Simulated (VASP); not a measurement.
# Re (P6_3/mmc) in VASP: notebook, part 2 of 2

VASP 6.6.1. Earlier steps stand in the parts before.

**4. Single point, BLYP (14.91 Å³/atom)**

This run uses another cell than the first one, of 14.91 Å³/atom.

The input, INCAR:

```
PREC = Accurate
ENCUT = 520
EDIFF = 1E-7
ISMEAR = -1
SIGMA = 0.1
LREAL = F
LASPH = T
NELM = 80
ALGO = Normal
ISIF = 2
LWAVE = F
LCHARG = T
GGA = B5
ALDAX = 1.0
AGGAX = 1.0
AGGAC = 1.0
ALDAC = 0.0
LELF = T
LVHAR = T
NBANDS = 22
```

The input, KPOINTS:

```
Automatic mesh
0
Gamma
  14 14 4
```

The input, POSCAR:

```
Re
1.0
    2.7765428719      0.0000000000      0.0000000000
   -1.3882714359      2.4045566618      0.0000000000
    0.0000000000      0.0000000000      8.9312902892
Re
4
Direct
    1.0000000000      0.0000000000      1.0000000000
    1.0000000000      0.0000000000      0.5000000000
    0.3333333333      0.6666666667      0.2500000000
    0.6666666667      0.3333333333      0.7500000000
```

Potentials or basis: VASP PAW PBE potentials, release 64 (Re).

Run with:

```
$ cat potpaw_PBE.64/Re/POTCAR > POTCAR
$ mpirun -np 1 vasp_std > vasp.out
```

OUTCAR:

```text
PREC = Accurate
   ENCUT = 520
   EDIFF = 1E-7
   ISMEAR = -1
   LREAL = F
   LASPH = T
   NELM = 80
   ISIF = 2
   GGA = B5

 ion  position               nearest neighbor table
   1  0.000  0.000  0.000-   3 2.75   4 2.75   4 2.75   3 2.75   4 2.75   3 2.75
   2  0.000  0.000  0.500-   3 2.75   4 2.75   4 2.75   3 2.75   4 2.75   3 2.75
   3  0.333  0.667  0.250-   1 2.75   2 2.75   1 2.75   2 2.75   1 2.75   2 2.75
   4  0.667  0.333  0.750-   1 2.75   2 2.75   1 2.75   2 2.75   1 2.75   2 2.75

  LATTYP: Found a hexagonal cell.
[... 802 lines left out ...]
  --------------------------------------------------------------------------------------
  -------------------------------------------------------------------------------------
  Total        6.2512118      6.2512118      6.2416060      0.0000000      0.0000000      0.0000000
  in kB      167.9659285    167.9659285    167.7078268      0.0000000      0.0000000      0.0000000
  external PRESSURE =     167.8798946 kB  Pullay stress =       0.0000000 kB

 VOLUME and BASIS-vectors are now :
 -----------------------------------------------------------------------------
  energy-cutoff  :      520.00
  volume of cell :       59.63
      direct lattice vectors                 reciprocal lattice vectors
     2.776542872  0.000000000  0.000000000     0.360160115  0.207938539  0.000000000
    -1.388271436  2.404556662  0.000000000     0.000000000  0.415877079  0.000000000
     0.000000000  0.000000000  8.931290289     0.000000000  0.000000000  0.111965905

 POSITION                                       TOTAL-FORCE (eV/Angst)
 -----------------------------------------------------------------------------------
      0.00000      0.00000      0.00000         0.000000     -0.000000      0.000000
      0.00000      0.00000      4.46565         0.000000     -0.000000      0.000000
     -0.00000      1.60304      2.23282        -0.000000     -0.000000     -0.000000
      1.38827      0.80152      6.69847        -0.000000      0.000000     -0.000000
 -----------------------------------------------------------------------------------
    total drift:                               -0.000000      0.000000      0.000000

  FREE ENERGIE OF THE ION-ELECTRON SYSTEM (eV)
  ---------------------------------------------------
  free  energy   TOTEN  =       -42.9664528845 eV

  energy  without entropy=      -42.8670312208  energy(sigma->0) =      -42.91674205
```

OSZICAR:

```text
N       E                     dE             d eps       ncg     rms          rms(c)
DAV:   1     0.181809126015E+03    0.18181E+03   -0.12352E+04  5814   0.156E+03
DAV:   2    -0.182630536823E+02   -0.20007E+03   -0.17980E+03  6068   0.664E+02
DAV:   3    -0.429800103107E+02   -0.24717E+02   -0.21048E+02  5956   0.351E+02
DAV:   4    -0.451667235072E+02   -0.21867E+01   -0.18705E+01  5280   0.782E+01
DAV:   5    -0.454261180889E+02   -0.25939E+00   -0.23665E+00  5636   0.180E+01    0.724E+01
DAV:   6    -0.435763212203E+02    0.18498E+01   -0.20951E+00  5202   0.330E+01    0.303E+01
DAV:   7    -0.429802661033E+02    0.59606E+00   -0.14644E+00  5372   0.256E+01    0.808E-01
DAV:   8    -0.429690714496E+02    0.11195E-01   -0.84162E-02  6112   0.350E+00    0.739E-01
DAV:   9    -0.429670509275E+02    0.20205E-02   -0.61101E-03  5976   0.157E+00    0.396E-01
DAV:  10    -0.429664122633E+02    0.63866E-03   -0.17786E-03  5822   0.482E-01    0.542E-02
DAV:  11    -0.429664731570E+02   -0.60894E-04   -0.12637E-04  5668   0.205E-01    0.519E-02
DAV:  12    -0.429664565570E+02    0.16600E-04   -0.16711E-05  5610   0.554E-02    0.181E-02
DAV:  13    -0.429664525627E+02    0.39942E-05   -0.47890E-06  5394   0.429E-02    0.880E-03
DAV:  14    -0.429664523450E+02    0.21772E-06   -0.71019E-07  3654   0.177E-02    0.736E-03
DAV:  15    -0.429664529300E+02   -0.58501E-06   -0.63739E-08  2944   0.986E-03    0.357E-03
DAV:  16    -0.429664528845E+02    0.45504E-07   -0.41138E-08  2878   0.549E-03
   1 F= -.42966453E+02 E0= -.42916742E+02  d E =-.994217E-01
```

It took 4 min on 1 thread of Intel Xeon 8259CL, shared host; peak memory 0.23 GiB.

Results:

* Free energy: -42.9665 eV
* Pressure: 16.8 GPa
* Band gap on the k mesh: zero (bands 14 and 15 overlap by 2.70 eV)

Levels at points of the mesh, in eV from the Fermi level:
```
           k point  band 12  band 13  band 14  band 15  band 16  band 17
(0.00, 0.00, 0.00)    -1.29    -1.29    -1.18    -1.18     0.52     0.52
(0.50, 0.00, 0.00)     0.23     0.23     1.36     2.30     3.70     3.74
(0.00, 0.00, 0.50)    -1.52    -1.52    -1.52    -0.91    -0.91     1.04
(0.50, 0.00, 0.50)    -0.53     0.33     0.33     2.59     2.59     3.76
```

Caveat: the cell stands under pressure; the PAW data sets were made with another functional, which shifts forces and pressure a little; spin-orbit coupling is left out, which moves the levels of the heavy elements.

**5. Single point, BLYP (15.53 Å³/atom)**

This run uses another cell than the first one, of 15.53 Å³/atom.

The input, INCAR:

```
SYSTEM = Re
AGGAC = 1.0
AGGAX = 1.0
ALDAC = 0.0
ALDAX = 1.0
ALGO = Normal
EDIFF = 1E-6
ENCUT = 520
GGA = B5
ISIF = 2
ISMEAR = -1
LASPH = .TRUE.
LCHARG = .TRUE.
LELF = .TRUE.
LREAL = .FALSE.
LVHAR = .TRUE.
LWAVE = .FALSE.
NBANDS = 22
NELM = 80
PREC = Accurate
SIGMA = 0.1
```

The input, KPOINTS:

```
k-points
0
G
  14 14 4
  0 0 0
```

The input, POSCAR:

```
Re
1.0
    2.8145824327      0.0000000000      0.0000000000
   -1.4072912163      2.4374998878      0.0000000000
    0.0000000000      0.0000000000      9.0536519367
Re
4
Direct
    1.0000000000      0.0000000000      1.0000000000
    1.0000000000      0.0000000000      0.5000000000
    0.3333333333      0.6666666667      0.2500000000
    0.6666666667      0.3333333333      0.7500000000
```

Potentials or basis: VASP PAW PBE potentials, release 64 (Re).

Run with:

```
$ cat potpaw_PBE.64/Re/POTCAR > POTCAR
$ mpirun -np 1 vasp_std > vasp.out
```

OUTCAR:

```text
SYSTEM = Re
   EDIFF = 1E-6
   ENCUT = 520
   GGA = B5
   ISIF = 2
   ISMEAR = -1
   LASPH = .TRUE.
   LREAL = .FALSE.
   NELM = 80
   PREC = Accurate

 ion  position               nearest neighbor table
   1  0.000  0.000  0.000-   3 2.79   4 2.79   4 2.79   3 2.79   4 2.79   3 2.79
   2  0.000  0.000  0.500-   3 2.79   4 2.79   4 2.79   3 2.79   4 2.79   3 2.79
   3  0.333  0.667  0.250-   1 2.79   2 2.79   1 2.79   2 2.79   1 2.79   2 2.79
   4  0.667  0.333  0.750-   1 2.79   2 2.79   1 2.79   2 2.79   1 2.79   2 2.79

  LATTYP: Found a hexagonal cell.
 ALAT       =     2.8145824327
 C/A-ratio  =     3.2166945375

  Lattice vectors:

 A1 = (   2.8145824327,   0.0000000000,   0.0000000000)
 A2 = (  -1.4072912163,   2.4374998878,   0.0000000000)
 A3 = (   0.0000000000,   0.0000000000,   9.0536519367)

Analysis of symmetry for initial positions (statically):
=====================================================================
 Subroutine PRICEL returns:
 Original cell was already a primitive cell.

 Routine SETGRP: Setting up the symmetry group for a
 hexagonal supercell.

 Subroutine GETGRP returns: Found 24 space group operations
 (whereof 12 operations were pure point group operations)
[... 171 lines left out ...]

 val. band max:        7.9435686684   @ k =   0.3571   0.1429   0.2500
 cond. band min:       7.9444788078   @ k =   0.3571   0.2857   0.2500
 fundamental gap:      0.0009101394
 Fermi energy:         7.9440435010

 k-point     1 :       0.0000    0.0000    0.0000
  band No.  band energies     occupation
      1      -1.4826      2.00000
      2       0.7365      2.00000
      3       0.8024      2.00000
      4       1.6650      2.00000
      5       5.5910      2.00000
      6       5.6857      2.00000
[... 589 lines left out ...]
     21      14.0818      0.00000
     22      14.4036      0.00000

 [... further k-points ...]

------------------------ aborting loop because EDIFF is reached ----------------------------------------

  FORCE on cell =-STRESS in cart. coord.  units (eV):
  Direction    XX          YY          ZZ          XY          YZ          ZX
  --------------------------------------------------------------------------------------
  -------------------------------------------------------------------------------------
  Total        0.7168799      0.7168799      0.6542058      0.0000000      0.0000000      0.0000000
  in kB       18.4916060     18.4916061     16.8749550      0.0000000      0.0000000      0.0000000
  external PRESSURE =      17.9527224 kB  Pullay stress =       0.0000000 kB

 VOLUME and BASIS-vectors are now :
 -----------------------------------------------------------------------------
  energy-cutoff  :      520.00
  volume of cell :       62.11
      direct lattice vectors                 reciprocal lattice vectors
     2.814582433  0.000000000  0.000000000     0.355292490  0.205128215  0.000000000
    -1.407291216  2.437499888  0.000000000     0.000000000  0.410256429  0.000000000
     0.000000000  0.000000000  9.053651937     0.000000000  0.000000000  0.110452667

 POSITION                                       TOTAL-FORCE (eV/Angst)
 -----------------------------------------------------------------------------------
      0.00000      0.00000      0.00000         0.000000      0.000000      0.000000
      0.00000      0.00000      4.52683         0.000000      0.000000      0.000000
     -0.00000      1.62500      2.26341         0.000000     -0.000000     -0.000000
      1.40729      0.81250      6.79024        -0.000000      0.000000     -0.000000
 -----------------------------------------------------------------------------------
    total drift:                                0.000000     -0.000000      0.000000

  FREE ENERGIE OF THE ION-ELECTRON SYSTEM (eV)
  ---------------------------------------------------
  free  energy   TOTEN  =       -43.1078959226 eV

  energy  without entropy=      -43.0022189380  energy(sigma->0) =      -43.05505743
```

OSZICAR:

```text
N       E                     dE             d eps       ncg     rms          rms(c)
DAV:   1     0.174402750809E+03    0.17440E+03   -0.12294E+04  5890   0.155E+03
DAV:   2    -0.192973930444E+02   -0.19370E+03   -0.17498E+03  6088   0.672E+02
DAV:   3    -0.432281111799E+02   -0.23931E+02   -0.20148E+02  5948   0.331E+02
DAV:   4    -0.454807896036E+02   -0.22527E+01   -0.19857E+01  5320   0.777E+01
DAV:   5    -0.457130190798E+02   -0.23223E+00   -0.21441E+00  5686   0.168E+01    0.676E+01
DAV:   6    -0.437123032039E+02    0.20007E+01   -0.23082E+00  5184   0.354E+01    0.268E+01
DAV:   7    -0.431216093342E+02    0.59069E+00   -0.15920E+00  5418   0.264E+01    0.796E-01
DAV:   8    -0.431090687140E+02    0.12541E-01   -0.81083E-02  5956   0.268E+00    0.548E-01
DAV:   9    -0.431082802812E+02    0.78843E-03   -0.89063E-03  6030   0.135E+00    0.193E-01
DAV:  10    -0.431079266362E+02    0.35364E-03   -0.21714E-03  6114   0.106E+00    0.925E-02
DAV:  11    -0.431079011732E+02    0.25463E-04   -0.16163E-04  5804   0.233E-01    0.499E-02
DAV:  12    -0.431078958781E+02    0.52951E-05   -0.19919E-05  4580   0.722E-02    0.157E-02
DAV:  13    -0.431078959226E+02   -0.44523E-07   -0.49416E-06  3312   0.555E-02
   1 F= -.43107896E+02 E0= -.43055057E+02  d E =-.105677E+00
```

Run time: 3.4 min. Hardware: 1 thread of Intel Xeon 8259CL, shared host; peak memory 0.23 GiB.

Results:

```yaml
Free_energy: -43.1079 eV
Pressure: 1.8 GPa
Band_gap_on_the_k_mesh: zero (bands 14 and 15 overlap by 2.55 eV)
```

Levels at points of the mesh, in eV from the Fermi level:
```
           k point  band 11  band 12  band 13  band 14  band 15  band 16  band 17  band 18
(0.00, 0.00, 0.00)    -1.54    -1.21    -1.21    -1.11    -1.11     0.50     0.50     0.75
(0.50, 0.00, 0.00)    -0.77     0.23     0.23     1.27     2.17     3.48     3.51     3.67
(0.00, 0.00, 0.50)    -1.43    -1.43    -1.43    -1.43    -0.91    -0.91     0.99     0.99
(0.50, 0.00, 0.50)    -0.53    -0.53     0.29     0.29     2.44     2.44     3.54     3.54
```

Caveat: the PAW data sets were made with another functional, which shifts forces and pressure a little; spin-orbit coupling is left out, which moves the levels of the heavy elements.

**6. Overview**

| cell | gap on the mesh (eV) | pressure (GPa) |
| --- | --- | --- |
| a = 2.697, b = 2.697, c = 8.676 Å, angles 90.0, 90.0, 120.0°, 4 atoms | none | 59.0 |
| a = 2.737, b = 2.737, c = 8.805 Å, angles 90.0, 90.0, 120.0°, 4 atoms | none | 35.5 |
| a = 2.777, b = 2.777, c = 8.931 Å, angles 90.0, 90.0, 120.0°, 4 atoms | none | 16.8 |
| a = 2.815, b = 2.815, c = 9.054 Å, angles 90.0, 90.0, 120.0°, 4 atoms | none | 1.8 |

Alike in all rows: task single point; level BLYP; potentials or basis VASP PAW PBE potentials, release 64 (Re); no spin polarisation; k mesh 14 × 14 × 4; cutoff (eV) 520; smearing fermi-dirac 0.1 eV.

Caveats: the PAW data sets were made with another functional, which shifts forces and pressure a little; spin-orbit coupling is left out, which moves the levels of the heavy elements; the cell stands under pressure (at least some runs).

Absolute energies hang on the potentials; compare differences alone.

The gap in the log of VASP goes by the Fermi energy; the results here count the filled bands.